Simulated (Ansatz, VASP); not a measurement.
**Two plane-wave programs on Ge**

INCAR

```
  ALGO = Normal
  EDIFF = 1E-6
  ENCUT = 520
  GGA = PS
  ISIF = 2
  ISMEAR = 0
  LASPH = T
  LCHARG = F
  LREAL = F
  LWAVE = F
  NBANDS = 13
  NELM = 80
  PREC = Accurate
  SIGMA = 0.15
```

The input KPOINTS:

```
k-points
0
Gamma
  20 20 18
```

The input POSCAR:

```
Ge
1.0
    1.5019351750     -2.7955547000      0.0000000000
    1.5019351750      2.7955547000      0.0000000000
    0.0000000000      0.0000000000      2.6982310000
Ge
1
Direct
    0.5000000000      0.5000000000      0.0000000000
```

Input for Ansatz:

```yaml
crystal:
  lattice:
    - [1.501935175, -2.7955547, 0.0]
    - [1.501935175, 2.7955547, 0.0]
    - [0.0, 0.0, 2.698231]
  atoms:
    - { symbol: Ge, position: [0.5, 0.5, 0.0] }
basis:
  ecutwfc: 420
kpoints:
  mp_grid: { grid: [20, 20, 18] }
hamiltonian:
  xc: pbesol
scf:
  occupations: { method: gaussian, width: 0.15 }
output:
  forces: true
  stress: true
  eigenvalues: true
```

Change from the starting cell: strain +0.0750 x Voigt [1, 1, 0, 0, 0, 0], atoms carried along.

Alike in both runs: task single point; functional PBEsol; k mesh 20 × 20 × 18; occupations gaussian, width 0.15 eV; no spin polarisation.

|  | VASP | Ansatz |
| --- | --- | --- |
| version | VASP 6.6.1 | Ansatz 0.2.0 |
| potentials or method | VASP PAW PBE potentials, release 64 (Ge_d), cutoff 520 eV | scalar-relativistic, plane waves, PAW |
| valence electrons in the cell | 14 | 14 |

```csv
,VASP,Ansatz,Ansatz less VASP
gap on the k mesh at the Fermi level (eV),none,none,-
pressure (GPa),-9.6,-9.5,+0.14
"traceless stress, the component that is largest in VASP (GPa)",4.64,4.66,+0.016
```

VASP's potentials were made for PBE, not for PBEsol. A gap of «none» marks a metal or a gap that the smearing closes. With one functional, cell and mesh, what is left measures potentials, basis and numerics.
